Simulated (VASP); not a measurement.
Mg: single point with PBE

Mg:

```xyz
1
Lattice="0.0224 2.2443 2.2443 2.2443 0.0224 2.2443 2.2667 2.2667 0.0000" Properties=species:S:1:pos:R:3 pbc="T T T"
Mg    0.0000    0.0000    0.0000
```

```
Program                : VASP 6.6.1
Task                   : single point
Functional             : PBE
Potentials or basis    : VASP PAW PBE potentials, release 64 (Mg)
Cutoff                 : 600 eV
k mesh                 : 10 × 10 × 10
Occupations            : fermi-dirac, width 0.05 eV
Spin                   : no spin polarisation
Dipole correction      : no
Further INCAR settings : ALGO = Normal; EDIFF = 1e-06; NBANDS = 7
```

| Item | Value |
| --- | --- |
| Pressure | 0.7 GPa |
| Band gap on the k mesh | zero (bands 1 and 2 overlap by 2.23 eV) |

Stress tensor (GPa, compression positive):
```
 0.75 -0.35  0.00
-0.35  0.75  0.00
 0.00  0.00  0.60
```

Levels at points of the mesh, in eV from the Fermi level:
| k point | band 1 | band 2 | band 3 | band 4 |
| --- | --- | --- | --- | --- |
| (0.00, 0.00, 0.00) | -7.06 | 12.12 | 12.38 | 12.65 |
| (0.50, 0.00, 0.00) | -1.75 | -1.26 | 11.05 | 11.32 |
| (0.50, 0.50, 0.00) | -0.30 | 0.74 | 6.03 | 6.66 |
| (0.00, 0.00, 0.50) | -1.85 | -1.45 | 11.24 | 11.52 |
| (0.50, 0.00, 0.50) | -0.29 | 0.74 | 6.05 | 6.96 |

Run time: 16 s on 1 thread of Intel(R) Xeon(R) Platinum 8375C CPU @ 2.90GHz (Ice Lake) (shared host), peak memory 0.17 GiB.
